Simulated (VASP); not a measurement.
# Nb (Im-3m) in VASP: a series of runs

Runs on Nb. Level: PBE. Tasks: single point, relaxation of cell and atoms.

Program: VASP 6.6.1. These are calculated values, not measurements. Logs are shortened: lines on timing, memory, paths and dates and some standing lists are left out, and cuts for length are marked.

## 1. The cell of the first run

It takes space group Im-3m (No. 229, cubic). The conventional cell has a = 3.311 Å, b = 3.311 Å, c = 3.311 Å, α = 90.00°, β = 90.00°, γ = 90.00°. Nb (site symmetry m-3m) has 14 Nb at 2.87 to 3.31 Å within 3.8 Å.

## 2. Single point, PBE

INCAR reads:

```
ALGO = Normal
EDIFF = 1E-6
ENCUT = 520
GGA = PE
ISIF = 2
ISMEAR = -1
LASPH = T
LCHARG = F
LREAL = F
LWAVE = F
NBANDS = 12
NELM = 80
PREC = Accurate
SIGMA = 0.05
```

KPOINTS reads:

```
k-points
0
Gamma
  17 17 17
```

POSCAR reads:

```
Nb
1.0
   -1.6555830733      1.6555830733      1.6555830733
    1.6555830733     -1.6555830733      1.6555830733
    1.6555830733      1.6555830733     -1.6555830733
Nb
1
Direct
    0.0000000000      0.0000000000      0.0000000000
```

Potentials or basis: VASP PAW PBE potentials, release 64 (Nb_sv).

Run with:

```console
cat potpaw_PBE.64/Nb_sv/POTCAR > POTCAR
mpirun -np 1 vasp_std > vasp.out
```

OUTCAR:

```text
EDIFF = 1E-6
   ENCUT = 520
   GGA = PE
   ISIF = 2
   ISMEAR = -1
   LASPH = T
   LREAL = F
   NELM = 80
   PREC = Accurate

 ion  position               nearest neighbor table
   1  0.000  0.000  0.000-

  LATTYP: Found a body centered cubic cell.
 ALAT       =     3.3111661466

  Lattice vectors:

 A1 = (  -1.6555830733,   1.6555830733,   1.6555830733)
 A2 = (   1.6555830733,  -1.6555830733,   1.6555830733)
 A3 = (   1.6555830733,   1.6555830733,  -1.6555830733)

Analysis of symmetry for initial positions (statically):
=====================================================================
 Subroutine PRICEL returns:
 Original cell was already a primitive cell.

 Routine SETGRP: Setting up the symmetry group for a
 body centered cubic supercell.

 Subroutine GETGRP returns: Found 48 space group operations
 (whereof 48 operations were pure point group operations)
 out of a pool of 48 trial point group operations.

The static configuration has the point symmetry O_h .

Analysis of symmetry for dynamics (positions and initial velocities):
=====================================================================
 Subroutine PRICEL returns:
 Original cell was already a primitive cell.

 Routine SETGRP: Setting up the symmetry group for a
 body centered cubic supercell.

 Subroutine GETGRP returns: Found 48 space group operations
 (whereof 48 operations were pure point group operations)
 out of a pool of 48 trial point group operations.

The dynamic configuration has the point symmetry O_h .

 Subroutine INISYM returns: Found 48 space group operations
 (whereof 48 operations are pure point group operations),
 and found     1 'primitive' translations

----------------------------------------------------------------------------------------

                                     Primitive cell

  volume of cell :      18.1515

  direct lattice vectors                    reciprocal lattice vectors
    -1.655583073  1.655583073  1.655583073     0.000000000  0.302008403  0.302008403
     1.655583073 -1.655583073  1.655583073     0.302008403  0.000000000  0.302008403
     1.655583073  1.655583073 -1.655583073     0.302008403  0.302008403  0.000000000

  length of vectors
     2.867553999  2.867553999  2.867553999     0.427104379  0.427104379  0.427104379

  position of ions in fractional coordinates (direct lattice)
     0.000000000  0.000000000  0.000000000

  ion indices of the primitive-cell ions
   primitive index   ion index
                 1           1

----------------------------------------------------------------------------------------

 KPOINTS: k-points

Automatic generation of k-mesh.
 Grid dimensions read from file:
 generate k-points for:   17   17   17

 Generating k-lattice:

  Cartesian coordinates                     Fractional coordinates (reciprocal lattice)
     0.000000000  0.017765200  0.017765200     0.058823529  0.000000000  0.000000000
     0.017765200  0.000000000  0.017765200     0.000000000  0.058823529  0.000000000
     0.017765200  0.017765200  0.000000000     0.000000000  0.000000000  0.058823529

  Length of vectors
     0.025123787  0.025123787  0.025123787

  Shift w.r.t. Gamma in fractional coordinates (k-lattice)
     0.000000000  0.000000000  0.000000000

 Subroutine IBZKPT returns following result:
 ===========================================

 Found    165 irreducible k-points:

 Following reciprocal coordinates:
            Coordinates               Weight
  0.000000  0.000000  0.000000      1.000000
  0.058824  0.000000  0.000000     12.000000
  0.117647  0.000000  0.000000     12.000000
  0.176471  0.000000  0.000000     12.000000
  0.235294  0.000000  0.000000     12.000000
  0.294118  0.000000  0.000000     12.000000
[... 16 lines left out ...]
  0.411765  0.117647  0.000000     48.000000
  0.176471  0.176471  0.000000     24.000000
 [... further k-points ...]
   k-points           NKPTS =    165   k-points in BZ     NKDIM =    165   number of bands    NBANDS=     12
   number of dos      NEDOS =    301   number of ions     NIONS =      1
   total plane-waves  NPLWV =  13824
   dimension x,y,z NGX =    24 NGY =   24 NGZ =   24
   dimension x,y,z NGXF=    48 NGYF=   48 NGZF=   48
   ions per type =               1
   NGX,Y,Z   is equivalent  to a cutoff of  13.91, 13.91, 13.91 a.u.
   NGXF,Y,Z  is equivalent  to a cutoff of  27.83, 27.83, 27.83 a.u.
 SYSTEM =  unknown system
   PREC   = accura    normal or accurate (medium, high low for compatibility)
   ISTART =      0    job   : 0-new  1-cont  2-samecut
   ICHARG =      2    charge: 1-file 2-atom 10-const
   ISPIN  =      1    spin polarized calculation?
   LNONCOLLINEAR =      F non collinear calculations
   LSORBIT =      F    spin-orbit coupling
   LASPH  =      T    aspherical Exc in radial PAW
   ENCUT  =  520.0 eV  38.22 Ry    6.18 a.u.   5.33  5.33  5.33*2*pi/ulx,y,z
   NELM   =     80;   NELMIN=  2; NELMDL= -5     # of ELM steps
   EDIFF  = 0.1E-05   stopping-criterion for ELM
   LREAL  =      F    real-space projection
   EDIFFG = 0.1E-04   stopping-criterion for IOM
   NSW    =      0    number of steps for IOM
   IBRION =     -1    ionic relax: 0-MD 1-quasi-New 2-CG
   NFREE  =      0    steps in history (QN), initial steepest desc. (CG)
   ISIF   =      2    stress and relaxation
   ISYM   =      2    0-nonsym 1-usesym 2-fastsym
   POTIM  = 0.5000    time-step for ionic-motion
   TEBEG  =    0.0;   TEEND  =   0.0 temperature during run
   PSTRESS=    0.0 pullay stress
   NELECT =      13.0000    total number of electrons
   NUPDOWN=      -1.0000    fix difference up-down
   EMIN   =  10.00;   EMAX   =-10.00  energy-range for DOS
   EFERMI =   0.00;   METHOD = LEGACY
   ISMEAR =    -1;   SIGMA  =   0.05  broadening in eV -4-tet -1-fermi 0-gaus
   EFERMI_NEDOS =   21; number of points for ismear=-14 and -15
   IALGO  =     38    algorithm
   IMIX   =      4    mixing-type and parameters
     AMIX     =   0.40;   BMIX     =  1.00
     AMIX_MAG =   1.60;   BMIX_MAG =  1.00
  volume/ion in A,a.u.               =      18.15       122.49
  Fermi-wavevector in a.u.,A,eV,Ry     =   1.464710  2.767901 29.189603  2.145375
  Thomas-Fermi vector in A             =   2.580654
   LORBIT       =      0    0 simple, 1 ext, 2 COOP (PROOUT), +10 PAW based schemes
   GGA     = PE    functional components
   LHFCALC =     F    Hartree Fock is set to
   AEXX    =    0.0000 exact exchange contribution
   IVDW    =     0    specifies the selected vdW correction
   LEPSILON=     F    determine dielectric tensor
   LRPA    =     F    only Hartree local field effects (RPA)
 non-spin polarized calculation
  energy-cutoff  :      520.00
  volume of cell :       18.15
 maximum number of plane-waves:       498
 NGX is ok and might be reduce to    24
   NGX = 11   NGY = 11   NGZ = 11

 number of electron      13.0000000 magnetization

 Free energy of the ion-electron system (eV)
  ---------------------------------------------------
  ext. energy  EPLUGINS =         0.00000000
  ---------------------------------------------------
  free energy    TOTEN  =       -10.22186520 eV

  energy without entropy =      -10.20896489  energy(sigma->0) =      -10.21541504

 E-fermi :  11.0658     XC(G=0): -12.4598

 val. band max:       11.0638894929   @ k =   0.2941   0.1765   0.0588
 cond. band min:      11.0828588480   @ k =  -0.3529   0.4706   0.1765
 fundamental gap:      0.0189693552
 Fermi energy:        11.0658126369

 k-point     1 :       0.0000    0.0000    0.0000
  band No.  band energies     occupation
      1     -43.3030      2.00000
      2     -18.6168      2.00000
      3     -18.6168      2.00000
      4     -18.6168      2.00000
      5       5.1406      2.00000
      6      11.4423      0.00107
      7      11.4423      0.00107
      8      11.4423      0.00107
      9      14.3262      0.00000
     10      14.3262      0.00000
     11      25.2701      0.00000
     12      25.2701      0.00000

 k-point     2 :       0.0588    0.0000    0.0000
  band No.  band energies     occupation
      1     -43.2952      2.00000
      2     -18.6651      2.00000
      3     -18.6315      2.00000
      4     -18.6172      2.00000
      5       5.2826      2.00000
      6      11.3546      0.00619
      7      11.4218      0.00162
      8      11.5776      0.00007
      9      14.1901      0.00000
     10      14.3262      0.00000
     11      25.3876      0.00000
     12      25.5307      0.00000

 k-point     3 :       0.1176    0.0000    0.0000
  band No.  band energies     occupation
      1     -43.2726      2.00000
      2     -18.8017      2.00000
      3     -18.6732      2.00000
      4     -18.6183      2.00000
      5       5.6882      2.00000
      6      11.1146      0.54708
      7      11.3333      0.00945
      8      11.9781      0.00000
      9      13.9110      0.00000
     10      14.3347      0.00000
     11      25.6653      0.00000
     12      26.2273      0.00000
[... 286 lines left out ...]
 k-point    23 :       0.4118    0.1176    0.0000
  band No.  band energies     occupation
      1     -43.0594      2.00000
      2     -19.8754      2.00000
      3     -19.0906      2.00000
      4     -18.6920      2.00000
      5       7.7761      2.00000
      6       9.5492      2.00000
      7      12.2593      0.00000
      8      14.2046      0.00000
      9      15.3666      0.00000
     10      18.0536      0.00000
     11      22.6206      0.00000
     12      23.4812      0.00000

 k-point    24 :       0.1765    0.1765    0.0000
  band No.  band energies     occupation
      1     -43.1430      2.00000
      2     -19.4683      2.00000
      3     -18.8984      2.00000
      4     -18.7055      2.00000
      5       7.8684      2.00000
      6      10.1345      2.00000
      7      10.4195      2.00000
      8      13.4920      0.00000
      9      14.8914      0.00000
     10      15.1897      0.00000
     11      25.4134      0.00000
     12      26.5533      0.00000

 [... further k-points ...]
[... 5 lines left out ...]
  --------------------------------------------------------------------------------------
  -------------------------------------------------------------------------------------
  Total       -0.0693253     -0.0693253     -0.0693253     -0.0000000     -0.0000000      0.0000000
  in kB       -6.1191280     -6.1191280     -6.1191280     -0.0000000     -0.0000000      0.0000000
  external PRESSURE =      -6.1191280 kB  Pullay stress =       0.0000000 kB

 VOLUME and BASIS-vectors are now :
 -----------------------------------------------------------------------------
  energy-cutoff  :      520.00
  volume of cell :       18.15
      direct lattice vectors                 reciprocal lattice vectors
    -1.655583073  1.655583073  1.655583073     0.000000000  0.302008403  0.302008403
     1.655583073 -1.655583073  1.655583073     0.302008403  0.000000000  0.302008403
     1.655583073  1.655583073 -1.655583073     0.302008403  0.302008403  0.000000000

 POSITION                                       TOTAL-FORCE (eV/Angst)
 -----------------------------------------------------------------------------------
      0.00000      0.00000      0.00000         0.000000      0.000000     -0.000000
 -----------------------------------------------------------------------------------
    total drift:                               -0.000000      0.000000      0.000000

  FREE ENERGIE OF THE ION-ELECTRON SYSTEM (eV)
  ---------------------------------------------------
  free  energy   TOTEN  =       -10.2218651960 eV

  energy  without entropy=      -10.2089648911  energy(sigma->0) =      -10.21541504
```

It took 11 s on 1 thread of Intel Xeon 6975P-C (Granite Rapids), shared host; peak memory 0.15 GiB.

Results:

- Free energy: -10.2219 eV
- Pressure: -0.6 GPa

## 3. Relaxation of cell and atoms, PBE

INCAR reads:

```
SYSTEM = Nb
ALGO = Normal
EDIFF = 1E-6
EDIFFG = -0.005
ENCUT = 600
GGA = PE
IBRION = 2
ISIF = 3
ISMEAR = -1
LASPH = .TRUE.
LCHARG = .FALSE.
LREAL = .FALSE.
LWAVE = .FALSE.
NELM = 100
NSW = 45
PREC = Accurate
SIGMA = 0.05
```

KPOINTS reads:

```
k-points
0
G
  17 17 17
  0 0 0
```

POSCAR reads:

```
Nb
1.0
   -1.6545981160      1.6545981160      1.6545981160
    1.6545981160     -1.6545981160      1.6545981160
    1.6545981160      1.6545981160     -1.6545981160
Nb
1
Direct
    0.0000000000      0.0000000000      0.0000000000
```

Potentials or basis: VASP PAW PBE potentials, release 64 (Nb_sv).

Run with:

```console
cat potpaw_PBE.64/Nb_sv/POTCAR > POTCAR
mpirun -np 1 vasp_std > vasp.out
```

It took 22 s on 1 thread of Intel Xeon 6975P-C (Granite Rapids), shared host; peak memory 0.17 GiB.

It converged, with:

- Free energy: -10.2219 eV
- Relaxed volume: 18.09 Å³/atom
- Relaxed cell: a = 2.864 Å, b = 2.864 Å, c = 2.864 Å, α = 109.47°, β = 109.47°, γ = 109.47°
- Space group after relaxing (to 0.05 Å): Im-3m (No. 229)
- Energy gained by relaxing: 0.0 meV/atom
- Ionic steps: 3
- Pressure after relaxing: 0.0 GPa

Final structure:
```
Nb
1.0
    -1.65363    1.65363    1.65363
     1.65363   -1.65363    1.65363
     1.65363    1.65363   -1.65363
Nb
1
Cartesian
  0.0000 0.0000 0.0000
```

Levels at points of the mesh, in eV from the Fermi level:
| k point | band 4 | band 5 | band 6 | band 7 | band 8 | band 9 |
| --- | --- | --- | --- | --- | --- | --- |
| (0.00, 0.00, 0.00) | -29.67 | -5.93 | 0.38 | 0.38 | 0.38 | 3.27 |
